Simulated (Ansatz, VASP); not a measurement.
# Two plane-wave programs on Be2Se3

INCAR

```
ALGO = Normal
EDIFF = 1E-6
EDIFFG = -0.08
ENCUT = 600
GGA = PE
IBRION = 2
ISIF = 3
ISMEAR = 0
LASPH = T
LCHARG = F
LREAL = F
LWAVE = F
NELM = 60
NSW = 36
PREC = Accurate
SIGMA = 0.2
```

The input KPOINTS:

```
k-points
0
Gamma
  3 5 5
```

The input POSCAR:

```
Be2Se3
1.0
    6.8926939600      0.0000000000      0.0000000000
    0.0000000000      2.0820734000      3.6384392300
    0.0000000000     -2.0820734000      3.6384392300
Be Se
2 3
Direct
    0.6826018800      0.3985735600      0.3985735600
    0.3173981200      0.3985735600      0.3985735600
    0.7840896900      0.7790738300      0.7790738300
    0.2159103100      0.7790738300      0.7790738300
    0.5000000000      0.6343834100      0.6343834100
```

Input for Ansatz:

```yaml
crystal:
  lattice:
    - [6.89269396, 0.0, 0.0]
    - [0.0, 2.0820734, 3.63843923]
    - [0.0, -2.0820734, 3.63843923]
  atoms:
    - { symbol: Be, position: [0.68260188, 0.39857356, 0.39857356] }
    - { symbol: Be, position: [0.31739812, 0.39857356, 0.39857356] }
    - { symbol: Se, position: [0.78408969, 0.77907383, 0.77907383] }
    - { symbol: Se, position: [0.21591031, 0.77907383, 0.77907383] }
    - { symbol: Se, position: [0.5, 0.63438341, 0.63438341] }
basis:
  ecutwfc: 420
kpoints:
  mp_grid: { grid: [3, 5, 5] }
hamiltonian:
  xc: pbe
scf:
  occupations: { method: gaussian, width: 0.2 }
  lower_state_search: "off"
output:
  forces: true
  stress: true
  eigenvalues: true
relax:
  adjacent_minimum: "off"
  f_tol: 0.08
  max_steps: 16
  cell: { stress_tol: 0.8 }
```

Alike in both runs: task relaxation of cell and atoms; functional PBE; k mesh 3 × 5 × 5; occupations gaussian, width 0.2 eV; no spin polarisation.

|  | VASP | Ansatz |
| --- | --- | --- |
| version | VASP 6.6.1 | Ansatz 0.2.0 |
| potentials or method | VASP PAW PBE potentials, release 64 (Be, Se), cutoff 600 eV | scalar-relativistic, plane waves, PAW |
| valence electrons in the cell | 22 | 52 |

|  | VASP | Ansatz | Ansatz less VASP |
| --- | --- | --- | --- |
| gap on the k mesh at the Fermi level, each at its own relaxed structure (eV) | none | none | - |
| relaxed volume (Å³/atom) | 19.67 | 19.65 | -0.013 |
| relaxed cell length with the largest relative difference (Å) | 8.182 | 8.091 | -0.0911 |

A gap of «none» marks a metal or a gap that the smearing closes. VASP's potentials hold 22 valence electrons a cell and Ansatz's 52, so a difference there can come from the potentials and not from the codes.
